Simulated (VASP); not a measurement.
# Ti (Im-3m) in VASP: single point with PBEsol

Aim: the single point of Ti with PBEsol.

Everything below comes from runs of VASP 6.6.1. Logs are shortened: lines on timing, memory, paths and dates and some standing lists are left out, and cuts for length are marked.

### 1 The cell of the first run

It takes space group Im-3m (No. 229, cubic). The conventional cell has a = 3.282 Å, b = 3.282 Å, c = 3.282 Å, α = 90.00°, β = 90.00°, γ = 90.00°. Within 3.7 Å of Ti (site symmetry m-3m) lie 14 Ti at 2.84 to 3.28 Å.

This isn't the form of Ti at room conditions, which is hcp.

### 2 Single point, PBEsol

INCAR

```
SYSTEM = Ti
PREC = Accurate
ENCUT = 500
EDIFF = 1E-6
ISMEAR = -1
SIGMA = 0.1
LREAL = .False.
LASPH = .True.
NELM = 120
ALGO = Normal
ISIF = 2
LWAVE = .False.
LCHARG = .False.
GGA = PS
NBANDS = 12
GGA_COMPAT = .False.
```

KPOINTS

```
regular mesh
0
Gamma
  12 12 12
  0 0 0
```

POSCAR

```
Ti
1.0
   -1.6410000000      1.6410000000      1.6410000000
    1.6410000000     -1.6410000000      1.6410000000
    1.6410000000      1.6410000000     -1.6410000000
Ti
1
Direct
    0.0000000000      0.0000000000      0.0000000000
```

Potentials or basis: VASP PAW PBE potentials, release 64 (Ti_sv).

Launch:

```console
> cat potpaw_PBE.64/Ti_sv/POTCAR > POTCAR
> mpirun -np 1 vasp_std > vasp.out
```

OUTCAR:

```text
SYSTEM = Ti
   PREC = Accurate
   ENCUT = 500
   EDIFF = 1E-6
   ISMEAR = -1
   LREAL = .False.
   LASPH = .True.
   NELM = 120
   ISIF = 2
   GGA = PS

 ion  position               nearest neighbor table
   1  0.000  0.000  0.000-

  LATTYP: Found a body centered cubic cell.
 ALAT       =     3.2820000000

  Lattice vectors:

 A1 = (  -1.6410000000,   1.6410000000,   1.6410000000)
 A2 = (   1.6410000000,  -1.6410000000,   1.6410000000)
 A3 = (   1.6410000000,   1.6410000000,  -1.6410000000)

Analysis of symmetry for initial positions (statically):
=====================================================================
 Subroutine PRICEL returns:
 Original cell was already a primitive cell.

 Routine SETGRP: Setting up the symmetry group for a
 body centered cubic supercell.

 Subroutine GETGRP returns: Found 48 space group operations
 (whereof 48 operations were pure point group operations)
 out of a pool of 48 trial point group operations.

The static configuration has the point symmetry O_h .

Analysis of symmetry for dynamics (positions and initial velocities):
=====================================================================
 Subroutine PRICEL returns:
 Original cell was already a primitive cell.

 Routine SETGRP: Setting up the symmetry group for a
 body centered cubic supercell.

 Subroutine GETGRP returns: Found 48 space group operations
 (whereof 48 operations were pure point group operations)
 out of a pool of 48 trial point group operations.

The dynamic configuration has the point symmetry O_h .

 Subroutine INISYM returns: Found 48 space group operations
 (whereof 48 operations are pure point group operations),
 and found     1 'primitive' translations

----------------------------------------------------------------------------------------

                                     Primitive cell

  volume of cell :      17.6761

  direct lattice vectors                    reciprocal lattice vectors
    -1.641000000  1.641000000  1.641000000     0.000000000  0.304692261  0.304692261
     1.641000000 -1.641000000  1.641000000     0.304692261  0.000000000  0.304692261
     1.641000000  1.641000000 -1.641000000     0.304692261  0.304692261  0.000000000

  length of vectors
     2.842295375  2.842295375  2.842295375     0.430899928  0.430899928  0.430899928

  position of ions in fractional coordinates (direct lattice)
     0.000000000  0.000000000  0.000000000

  ion indices of the primitive-cell ions
   primitive index   ion index
                 1           1

----------------------------------------------------------------------------------------

 KPOINTS: regular mesh

Automatic generation of k-mesh.
 Grid dimensions read from file:
 generate k-points for:   12   12   12

 Generating k-lattice:

  Cartesian coordinates                     Fractional coordinates (reciprocal lattice)
     0.000000000  0.025391022  0.025391022     0.083333333  0.000000000  0.000000000
     0.025391022  0.000000000  0.025391022     0.000000000  0.083333333  0.000000000
     0.025391022  0.025391022  0.000000000     0.000000000  0.000000000  0.083333333

  Length of vectors
     0.035908327  0.035908327  0.035908327

  Shift w.r.t. Gamma in fractional coordinates (k-lattice)
     0.000000000  0.000000000  0.000000000

 Subroutine IBZKPT returns following result:
 ===========================================

 Found     72 irreducible k-points:

 Following reciprocal coordinates:
            Coordinates               Weight
  0.000000  0.000000  0.000000      1.000000
  0.083333  0.000000  0.000000     12.000000
  0.166667  0.000000  0.000000     12.000000
  0.250000  0.000000  0.000000     12.000000
  0.333333  0.000000  0.000000     12.000000
  0.416667  0.000000  0.000000     12.000000
[... 16 lines left out ...]
  0.333333  0.083333  0.083333     24.000000
  0.416667  0.083333  0.083333     12.000000
 [... further k-points ...]
   k-points           NKPTS =     72   k-points in BZ     NKDIM =     72   number of bands    NBANDS=     12
   number of dos      NEDOS =    301   number of ions     NIONS =      1
   total plane-waves  NPLWV =  13824
   dimension x,y,z NGX =    24 NGY =   24 NGZ =   24
   dimension x,y,z NGXF=    48 NGYF=   48 NGZF=   48
   ions per type =               1
   NGX,Y,Z   is equivalent  to a cutoff of  14.04, 14.04, 14.04 a.u.
   NGXF,Y,Z  is equivalent  to a cutoff of  28.08, 28.08, 28.08 a.u.
 SYSTEM =  Ti
   PREC   = accura    normal or accurate (medium, high low for compatibility)
   ISTART =      0    job   : 0-new  1-cont  2-samecut
   ICHARG =      2    charge: 1-file 2-atom 10-const
   ISPIN  =      1    spin polarized calculation?
   LNONCOLLINEAR =      F non collinear calculations
   LSORBIT =      F    spin-orbit coupling
   LASPH  =      T    aspherical Exc in radial PAW
   ENCUT  =  500.0 eV  36.75 Ry    6.06 a.u.   5.18  5.18  5.18*2*pi/ulx,y,z
   NELM   =    120;   NELMIN=  2; NELMDL= -5     # of ELM steps
   EDIFF  = 0.1E-05   stopping-criterion for ELM
   LREAL  =      F    real-space projection
   EDIFFG = 0.1E-04   stopping-criterion for IOM
   NSW    =      0    number of steps for IOM
   IBRION =     -1    ionic relax: 0-MD 1-quasi-New 2-CG
   NFREE  =      0    steps in history (QN), initial steepest desc. (CG)
   ISIF   =      2    stress and relaxation
   ISYM   =      2    0-nonsym 1-usesym 2-fastsym
   POTIM  = 0.5000    time-step for ionic-motion
   TEBEG  =    0.0;   TEEND  =   0.0 temperature during run
   PSTRESS=    0.0 pullay stress
   NELECT =      12.0000    total number of electrons
   NUPDOWN=      -1.0000    fix difference up-down
   EMIN   =  10.00;   EMAX   =-10.00  energy-range for DOS
   EFERMI =   0.00;   METHOD = LEGACY
   ISMEAR =    -1;   SIGMA  =   0.10  broadening in eV -4-tet -1-fermi 0-gaus
   EFERMI_NEDOS =   21; number of points for ismear=-14 and -15
   IALGO  =     38    algorithm
   IMIX   =      4    mixing-type and parameters
     AMIX     =   0.40;   BMIX     =  1.00
     AMIX_MAG =   1.60;   BMIX_MAG =  1.00
  volume/ion in A,a.u.               =      17.68       119.28
  Fermi-wavevector in a.u.,A,eV,Ry     =   1.438821  2.718977 28.166848  2.070205
  Thomas-Fermi vector in A             =   2.557745
   LORBIT       =      0    0 simple, 1 ext, 2 COOP (PROOUT), +10 PAW based schemes
   GGA     = PS    functional components
   LHFCALC =     F    Hartree Fock is set to
   AEXX    =    0.0000 exact exchange contribution
   IVDW    =     0    specifies the selected vdW correction
   LEPSILON=     F    determine dielectric tensor
   LRPA    =     F    only Hartree local field effects (RPA)
 non-spin polarized calculation
  energy-cutoff  :      500.00
  volume of cell :       17.68
 maximum number of plane-waves:       468
 NGX is ok and might be reduce to    24
   NGX = 11   NGY = 11   NGZ = 11

 number of electron      12.0000001 magnetization

 Free energy of the ion-electron system (eV)
  ---------------------------------------------------
  ext. energy  EPLUGINS =         0.00000000
  ---------------------------------------------------
  free energy    TOTEN  =        -8.24786068 eV

  energy without entropy =       -8.16912378  energy(sigma->0) =       -8.20849223

 E-fermi :   7.7804     XC(G=0): -11.5480

 val. band max:        7.7399864723   @ k =   0.2500   0.2500   0.0000
 cond. band min:       7.8244351392   @ k =   0.2500   0.1667   0.0000
 fundamental gap:      0.0844486669
 Fermi energy:         7.7803808036

 k-point     1 :       0.0000    0.0000    0.0000
  band No.  band energies     occupation
      1     -48.5505      2.00000
      2     -24.5211      2.00000
      3     -24.5211      2.00000
      4     -24.5211      2.00000
      5       1.8629      2.00000
      6       8.7477      0.00013
      7       8.7477      0.00013
      8       8.7477      0.00013
      9      10.4820      0.00000
     10      10.4820      0.00000
     11      25.0724      0.00000
     12      25.0724      0.00000

 k-point     2 :       0.0833    0.0000    0.0000
  band No.  band energies     occupation
      1     -48.5422      2.00000
      2     -24.5661      2.00000
      3     -24.5351      2.00000
      4     -24.5214      2.00000
      5       2.0960      2.00000
      6       8.6430      0.00036
      7       8.7154      0.00017
      8       8.9166      0.00002
      9      10.3653      0.00000
     10      10.4886      0.00000
     11      24.6851      0.00000
     12      25.0278      0.00000

 k-point     3 :       0.1667    0.0000    0.0000
  band No.  band energies     occupation
      1     -48.5196      2.00000
      2     -24.6874      2.00000
      3     -24.5728      2.00000
      4     -24.5221      2.00000
      5       2.7584      2.00000
      6       8.3691      0.00553
      7       8.5466      0.00094
      8       9.4015      0.00000
      9      10.1888      0.00000
     10      10.5169      0.00000
     11      23.4201      0.00000
     12      24.5315      0.00000
[... 286 lines left out ...]
 k-point    23 :       0.3333    0.0833    0.0833
  band No.  band energies     occupation
      1     -48.4307      2.00000
      2     -25.0932      2.00000
      3     -24.7332      2.00000
      4     -24.5653      2.00000
      5       5.6461      2.00000
      6       7.3530      1.97252
      7       8.0337      0.14707
      8      10.5229      0.00000
      9      10.7871      0.00000
     10      12.4446      0.00000
     11      17.1688      0.00000
     12      20.6869      0.00000

 k-point    24 :       0.4167    0.0833    0.0833
  band No.  band energies     occupation
      1     -48.4232      2.00000
      2     -25.1214      2.00000
      3     -24.7538      2.00000
      4     -24.5665      2.00000
      5       5.7509      2.00000
      6       7.2861      1.98583
      7       8.3583      0.00617
      8      10.5567      0.00000
      9      10.8232      0.00000
     10      12.8430      0.00000
     11      16.2749      0.00000
     12      20.4416      0.00000

 [... further k-points ...]

------------------------ aborting loop because EDIFF is reached ----------------------------------------

  FORCE on cell =-STRESS in cart. coord.  units (eV):
  Direction    XX          YY          ZZ          XY          YZ          ZX
  --------------------------------------------------------------------------------------
  -------------------------------------------------------------------------------------
  Total       -0.7274813     -0.7274813     -0.7274813      0.0000000      0.0000000      0.0000000
  in kB      -65.9396545    -65.9396545    -65.9396545      0.0000000      0.0000000      0.0000000
  external PRESSURE =     -65.9396545 kB  Pullay stress =       0.0000000 kB

 VOLUME and BASIS-vectors are now :
 -----------------------------------------------------------------------------
  energy-cutoff  :      500.00
  volume of cell :       17.68
      direct lattice vectors                 reciprocal lattice vectors
    -1.641000000  1.641000000  1.641000000     0.000000000  0.304692261  0.304692261
     1.641000000 -1.641000000  1.641000000     0.304692261  0.000000000  0.304692261
     1.641000000  1.641000000 -1.641000000     0.304692261  0.304692261  0.000000000

 POSITION                                       TOTAL-FORCE (eV/Angst)
 -----------------------------------------------------------------------------------
      0.00000      0.00000      0.00000         0.000000      0.000000      0.000000
 -----------------------------------------------------------------------------------
    total drift:                               -0.000000      0.000000      0.000000

  FREE ENERGIE OF THE ION-ELECTRON SYSTEM (eV)
  ---------------------------------------------------
  free  energy   TOTEN  =        -8.2478606838 eV

  energy  without entropy=       -8.1691237763  energy(sigma->0) =       -8.20849223
```

It took 8.5 s on 1 thread of AMD EPYC 9R45 (Zen 5), shared host; peak memory 0.11 GiB.

Results:

* Free energy: -8.2479 eV
* Pressure: -6.6 GPa
* Band gap on the k mesh: zero (bands 6 and 7 overlap by 1.57 eV)

Levels at points of the mesh, in eV from the Fermi level:
```csv
k point,band 3,band 4,band 5,band 6,band 7,band 8,band 9,band 10
"(0.00, 0.00, 0.00)",-32.30,-32.30,-5.92,0.97,0.97,0.97,2.70,2.70
"(0.50, 0.00, 0.00)",-32.51,-32.31,-2.42,-0.39,1.10,2.68,3.03,4.19
"(0.50, 0.50, 0.50)",-32.75,-32.75,-2.05,-2.05,3.85,3.85,3.85,8.21
```

Caveat: the cell stands under tension; the PAW data sets were made with another functional, which shifts forces and pressure a little.
